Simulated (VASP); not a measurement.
# Si (Fd-3m) in VASP: a series of runs

The runs below take Si through single point, relaxation of cell and atoms, with LDA.

All numbers are computed with VASP 6.6.1; they aren't measurements. Logs are shortened: lines on timing, memory, paths and dates and some standing lists are left out, and cuts for length are marked.

### 1 The cell of the first run

It takes space group Fd-3m (No. 227, cubic). The conventional cell has a = 5.402 Å, b = 5.402 Å, c = 5.402 Å, α = 90.00°, β = 90.00°, γ = 90.00°. Si (site symmetry -43m) has 4 Si at 2.34 Å within 3.1 Å.

### 2 Single point, LDA

INCAR reads:

```
PREC = Accurate ; ENCUT = 520
EDIFF = 1E-6 ; ISMEAR = -1
SIGMA = 0.05 ; LREAL = False
LASPH = True ; NELM = 80
ALGO = Normal ; ISIF = 2
LWAVE = False ; LCHARG = False
GGA = CA ; NBANDS = 11
```

KPOINTS reads:

```
Automatic mesh
0
Gamma
  11 11 11
```

POSCAR reads:

```
Si
1.0
    0.0000000000      2.7009645354      2.7009645354
    2.7009645354      0.0000000000      2.7009645354
    2.7009645354      2.7009645354      0.0000000000
Si
2
Direct
    0.5000000000      0.5000000000      0.5000000000
    0.7500000000      0.7500000000      0.7500000000
```

Potentials or basis: VASP PAW LDA potentials, release 64 (Si).

Command:

```bash
cat potpaw_LDA.64/Si/POTCAR > POTCAR
mpirun -np 1 vasp_std > vasp.out
```

OUTCAR:

```text
PREC = Accurate
   ENCUT = 520
   EDIFF = 1E-6
   ISMEAR = -1
   LREAL = False
   LASPH = True
   NELM = 80
   ISIF = 2
   GGA = CA

 ion  position               nearest neighbor table
   1  0.500  0.500  0.500-   2 2.34   2 2.34   2 2.34   2 2.34
   2  0.750  0.750  0.750-   1 2.34   1 2.34   1 2.34   1 2.34

  LATTYP: Found a face centered cubic cell.
 ALAT       =     5.4019290708

  Lattice vectors:

 A1 = (   0.0000000000,   2.7009645354,   2.7009645354)
 A2 = (   2.7009645354,   0.0000000000,   2.7009645354)
 A3 = (   2.7009645354,   2.7009645354,   0.0000000000)

Analysis of symmetry for initial positions (statically):
=====================================================================
 Subroutine PRICEL returns:
 Original cell was already a primitive cell.

 Routine SETGRP: Setting up the symmetry group for a
 face centered cubic supercell.

 Subroutine GETGRP returns: Found 48 space group operations
 (whereof 24 operations were pure point group operations)
 out of a pool of 48 trial point group operations.

The static configuration has the point symmetry T_d .
 The point group associated with its full space group is O_h .

Analysis of symmetry for dynamics (positions and initial velocities):
=====================================================================
 Subroutine PRICEL returns:
 Original cell was already a primitive cell.

 Routine SETGRP: Setting up the symmetry group for a
 face centered cubic supercell.

 Subroutine GETGRP returns: Found 48 space group operations
 (whereof 24 operations were pure point group operations)
 out of a pool of 48 trial point group operations.

The dynamic configuration has the point symmetry T_d .
 The point group associated with its full space group is O_h .

 Subroutine INISYM returns: Found 48 space group operations
 (whereof 24 operations are pure point group operations),
 and found     1 'primitive' translations

----------------------------------------------------------------------------------------

                                     Primitive cell

  volume of cell :      39.4082

  direct lattice vectors                    reciprocal lattice vectors
     0.000000000  2.700964535  2.700964535    -0.185119054  0.185119054  0.185119054
     2.700964535  0.000000000  2.700964535     0.185119054 -0.185119054  0.185119054
     2.700964535  2.700964535  0.000000000     0.185119054  0.185119054 -0.185119054

  length of vectors
     3.819740677  3.819740677  3.819740677     0.320635607  0.320635607  0.320635607

  position of ions in fractional coordinates (direct lattice)
     0.500000000  0.500000000  0.500000000
     0.750000000  0.750000000  0.750000000

  ion indices of the primitive-cell ions
   primitive index   ion index
                 1           1
                 2           2

----------------------------------------------------------------------------------------

 KPOINTS: Automatic mesh

Automatic generation of k-mesh.
 Grid dimensions read from file:
 generate k-points for:   11   11   11

 Generating k-lattice:

  Cartesian coordinates                     Fractional coordinates (reciprocal lattice)
    -0.016829005  0.016829005  0.016829005     0.090909091  0.000000000  0.000000000
     0.016829005 -0.016829005  0.016829005     0.000000000  0.090909091  0.000000000
     0.016829005  0.016829005 -0.016829005     0.000000000  0.000000000  0.090909091

  Length of vectors
     0.029148692  0.029148692  0.029148692

  Shift w.r.t. Gamma in fractional coordinates (k-lattice)
     0.000000000  0.000000000  0.000000000

 Subroutine IBZKPT returns following result:
 ===========================================

 Found     56 irreducible k-points:

 Following reciprocal coordinates:
            Coordinates               Weight
  0.000000  0.000000  0.000000      1.000000
  0.090909  0.000000  0.000000      8.000000
  0.181818  0.000000  0.000000      8.000000
  0.272727  0.000000  0.000000      8.000000
  0.363636  0.000000  0.000000      8.000000
  0.454545  0.000000  0.000000      8.000000
[... 16 lines left out ...]
 -0.272727  0.181818  0.000000     24.000000
 -0.181818  0.181818  0.000000     12.000000
 [... further k-points ...]
   k-points           NKPTS =     56   k-points in BZ     NKDIM =     56   number of bands    NBANDS=     11
   number of dos      NEDOS =    301   number of ions     NIONS =      2
   total plane-waves  NPLWV =  21952
   dimension x,y,z NGX =    28 NGY =   28 NGZ =   28
   dimension x,y,z NGXF=    56 NGYF=   56 NGZF=   56
   ions per type =               2
   NGX,Y,Z   is equivalent  to a cutoff of  12.19, 12.19, 12.19 a.u.
   NGXF,Y,Z  is equivalent  to a cutoff of  24.37, 24.37, 24.37 a.u.
 SYSTEM =  unknown system
   PREC   = accura    normal or accurate (medium, high low for compatibility)
   ISTART =      0    job   : 0-new  1-cont  2-samecut
   ICHARG =      2    charge: 1-file 2-atom 10-const
   ISPIN  =      1    spin polarized calculation?
   LNONCOLLINEAR =      F non collinear calculations
   LSORBIT =      F    spin-orbit coupling
   LASPH  =      T    aspherical Exc in radial PAW
   ENCUT  =  520.0 eV  38.22 Ry    6.18 a.u.   7.10  7.10  7.10*2*pi/ulx,y,z
   NELM   =     80;   NELMIN=  2; NELMDL= -5     # of ELM steps
   EDIFF  = 0.1E-05   stopping-criterion for ELM
   LREAL  =      F    real-space projection
   EDIFFG = 0.1E-04   stopping-criterion for IOM
   NSW    =      0    number of steps for IOM
   IBRION =     -1    ionic relax: 0-MD 1-quasi-New 2-CG
   NFREE  =      0    steps in history (QN), initial steepest desc. (CG)
   ISIF   =      2    stress and relaxation
   ISYM   =      2    0-nonsym 1-usesym 2-fastsym
   POTIM  = 0.5000    time-step for ionic-motion
   TEBEG  =    0.0;   TEEND  =   0.0 temperature during run
   PSTRESS=    0.0 pullay stress
   NELECT =       8.0000    total number of electrons
   NUPDOWN=      -1.0000    fix difference up-down
   EMIN   =  10.00;   EMAX   =-10.00  energy-range for DOS
   EFERMI =   0.00;   METHOD = LEGACY
   ISMEAR =    -1;   SIGMA  =   0.05  broadening in eV -4-tet -1-fermi 0-gaus
   EFERMI_NEDOS =   21; number of points for ismear=-14 and -15
   IALGO  =     38    algorithm
   IMIX   =      4    mixing-type and parameters
     AMIX     =   0.40;   BMIX     =  1.00
     AMIX_MAG =   1.60;   BMIX_MAG =  1.00
  volume/ion in A,a.u.               =      19.70       132.97
  Fermi-wavevector in a.u.,A,eV,Ry     =   0.962150  1.818199 12.595347  0.925732
  Thomas-Fermi vector in A             =   2.091583
   LORBIT       =      0    0 simple, 1 ext, 2 COOP (PROOUT), +10 PAW based schemes
   GGA     = CA    functional components
   LHFCALC =     F    Hartree Fock is set to
   AEXX    =    0.0000 exact exchange contribution
   IVDW    =     0    specifies the selected vdW correction
   LEPSILON=     F    determine dielectric tensor
   LRPA    =     F    only Hartree local field effects (RPA)
 non-spin polarized calculation
  energy-cutoff  :      520.00
  volume of cell :       39.41
 maximum number of plane-waves:      1071
   NGX = 15   NGY = 15   NGZ = 15

 number of electron       8.0000001 magnetization

 Free energy of the ion-electron system (eV)
  ---------------------------------------------------
  ext. energy  EPLUGINS =         0.00000000
  ---------------------------------------------------
  free energy    TOTEN  =       -11.91955033 eV

  energy without entropy =      -11.91949478  energy(sigma->0) =      -11.91952256

 E-fermi :   6.1470     XC(G=0):  -9.6658

 val. band max:        5.9332820156   @ k =   0.0000   0.0000   0.0000
 cond. band min:       6.3960128909   @ k =   0.4545   0.4545   0.0000
 fundamental gap:      0.4627308753
 Fermi energy:         6.1469795649

 k-point     1 :       0.0000    0.0000    0.0000
  band No.  band energies     occupation
      1      -6.1333      2.00000
      2       5.9333      1.97253
      3       5.9333      1.97253
      4       5.9333      1.97253
      5       8.4643      0.00000
      6       8.4643      0.00000
      7       8.4643      0.00000
      8       9.3257      0.00000
      9      13.6694      0.00000
     10      13.6694      0.00000
     11      13.6789      0.00000

 k-point     2 :       0.0909    0.0000    0.0000
  band No.  band energies     occupation
      1      -6.0235      2.00000
      2       4.9347      2.00000
      3       5.7621      1.99909
      4       5.7621      1.99909
      5       8.4964      0.00000
      6       8.7155      0.00000
      7       8.7155      0.00000
      8      10.0953      0.00000
      9      13.3411      0.00000
     10      13.3411      0.00000
     11      14.1478      0.00000

 k-point     3 :       0.1818    0.0000    0.0000
  band No.  band energies     occupation
      1      -5.6983      2.00000
      2       3.2362      2.00000
      3       5.4162      2.00000
      4       5.4162      2.00000
      5       8.1861      0.00000
      6       9.1930      0.00000
      7       9.1930      0.00000
      8      11.6595      0.00000
      9      12.9668      0.00000
     10      12.9668      0.00000
     11      14.9055      0.00000

 k-point     4 :       0.2727    0.0000    0.0000
  band No.  band energies     occupation
      1      -5.1736      2.00000
      2       1.5543      2.00000
      3       5.0898      2.00000
      4       5.0898      2.00000
      5       7.8353      0.00000
      6       9.4314      0.00000
      7       9.4314      0.00000
      8      13.1726      0.00000
      9      13.2564      0.00000
     10      13.2564      0.00000
     11      14.7007      0.00000
[... 239 lines left out ...]
 k-point    22 :      -0.3636    0.1818    0.0000
  band No.  band energies     occupation
      1      -3.6760      2.00000
      2      -0.5210      2.00000
      3       2.6223      2.00000
      4       4.4234      2.00000
      5       8.1360      0.00000
      6      10.1957      0.00000
      7      10.3700      0.00000
      8      13.6427      0.00000
      9      13.7073      0.00000
     10      14.5730      0.00000
     11      17.2488      0.00000

 k-point    23 :      -0.2727    0.1818    0.0000
  band No.  band energies     occupation
      1      -4.3648      2.00000
      2       0.6237      2.00000
      3       2.6970      2.00000
      4       4.8193      2.00000
      5       8.5302      0.00000
      6      10.1394      0.00000
      7      10.2384      0.00000
      8      12.2541      0.00000
      9      12.4212      0.00000
     10      15.9868      0.00000
     11      17.8315      0.00000

 k-point    24 :      -0.1818    0.1818    0.0000
  band No.  band energies     occupation
      1      -4.9931      2.00000
      2       1.8377      2.00000
      3       3.1823      2.00000
      4       5.2421      2.00000
      5       8.8938      0.00000
      6       9.6557      0.00000
      7       9.9307      0.00000
      8      11.5671      0.00000
      9      11.9692      0.00000
     10      15.9630      0.00000
     11      16.4705      0.00000

 [... further k-points ...]
[... 5 lines left out ...]
  --------------------------------------------------------------------------------------
  -------------------------------------------------------------------------------------
  Total        0.0116817      0.0116817      0.0116817      0.0000000      0.0000000     -0.0000000
  in kB        0.4749300      0.4749300      0.4749300      0.0000000      0.0000000     -0.0000000
  external PRESSURE =       0.4749300 kB  Pullay stress =       0.0000000 kB

 VOLUME and BASIS-vectors are now :
 -----------------------------------------------------------------------------
  energy-cutoff  :      520.00
  volume of cell :       39.41
      direct lattice vectors                 reciprocal lattice vectors
     0.000000000  2.700964535  2.700964535    -0.185119054  0.185119054  0.185119054
     2.700964535  0.000000000  2.700964535     0.185119054 -0.185119054  0.185119054
     2.700964535  2.700964535  0.000000000     0.185119054  0.185119054 -0.185119054

 POSITION                                       TOTAL-FORCE (eV/Angst)
 -----------------------------------------------------------------------------------
      2.70096      2.70096      2.70096         0.000000      0.000000      0.000000
      4.05145      4.05145      4.05145        -0.000000     -0.000000     -0.000000
 -----------------------------------------------------------------------------------
    total drift:                                0.000000      0.000000     -0.000000

  FREE ENERGIE OF THE ION-ELECTRON SYSTEM (eV)
  ---------------------------------------------------
  free  energy   TOTEN  =       -11.9195503320 eV

  energy  without entropy=      -11.9194947800  energy(sigma->0) =      -11.91952256
```

Run time: 28 s. Hardware: 1 thread of Intel Xeon 8259CL, shared host; peak memory 0.14 GiB.

Results:

* Free energy: -11.9196 eV
* Pressure: 0.0 GPa
* Band gap on the k mesh: 0.46 eV, indirect (least direct gap 2.53 eV)

### 3 Relaxation of cell and atoms, LDA

This run uses another cell than the first one, of 20.02 Å³/atom, 1.016 times its volume.

INCAR reads:

```
SYSTEM = Si
ALGO = Normal
EDIFF = 1E-7
EDIFFG = -0.003
ENCUT = 600
GGA = CA
IBRION = 2
ISIF = 3
ISMEAR = -1
LASPH = .TRUE.
LCHARG = .FALSE.
LREAL = .FALSE.
LWAVE = .FALSE.
NELM = 80
NSW = 100
PREC = Accurate
SIGMA = 0.05
```

KPOINTS reads:

```
k-points
0
G
  11 11 11
  0 0 0
```

POSCAR reads:

```
Si
1.0
    0.0000000000      2.7153500000      2.7153500000
    2.7153500000      0.0000000000      2.7153500000
    2.7153500000      2.7153500000      0.0000000000
Si
2
Direct
    0.5000000000      0.5000000000      0.5000000000
    0.7500000000      0.7500000000      0.7500000000
```

Potentials or basis: VASP PAW LDA potentials, release 64 (Si).

Command:

```bash
cat potpaw_LDA.64/Si/POTCAR > POTCAR
mpirun -np 1 vasp_std > vasp.out
```

Wall time 45 s (1 thread of Intel Xeon 8259CL, shared host); peak memory 0.15 GiB.

Results (log left out):

```
Free energy                            : -11.9198 eV
Relaxed volume                         : 19.72 Å³/atom
Relaxed cell                           : a = 3.820 Å, b = 3.820 Å, c = 3.820 Å, α = 60.00°, β = 60.00°, γ = 60.00°
Space group after relaxing (to 0.05 Å) : Fd-3m (No. 227)
Energy gained by relaxing              : 1.4 meV/atom
Ionic steps                            : 3
Pressure after relaxing                : 0.0 GPa
Band gap on the k mesh                 : 0.46 eV, indirect (least direct gap 2.53 eV)
```

The path:
| step | energy change (eV) | largest force (eV/Å) | pressure (GPa) | volume (Å³) |
| --- | --- | --- | --- | --- |
| 1 | 0.0000 | 0.0000 | -1.44 | 40.04 |
| 2 | -0.0014 | 0.0000 | 1.06 | 39.01 |
| 3 | -0.0028 | 0.0000 | 0.00 | 39.43 |

Final structure:
```
Si
1.0
     0.00000    2.70149    2.70149
     2.70149    0.00000    2.70149
     2.70149    2.70149    0.00000
Si
2
Direct
  0.50000 0.50000 0.50000
  0.75000 0.75000 0.75000
```

Levels at points of the mesh, in eV from the valence-band top:
```
           k point  band 1  band 2  band 3  band 4  band 5  band 6  band 7  band 8
(0.00, 0.00, 0.00)  -12.06    0.00    0.00    0.00    2.53    2.53    2.53    3.39
```
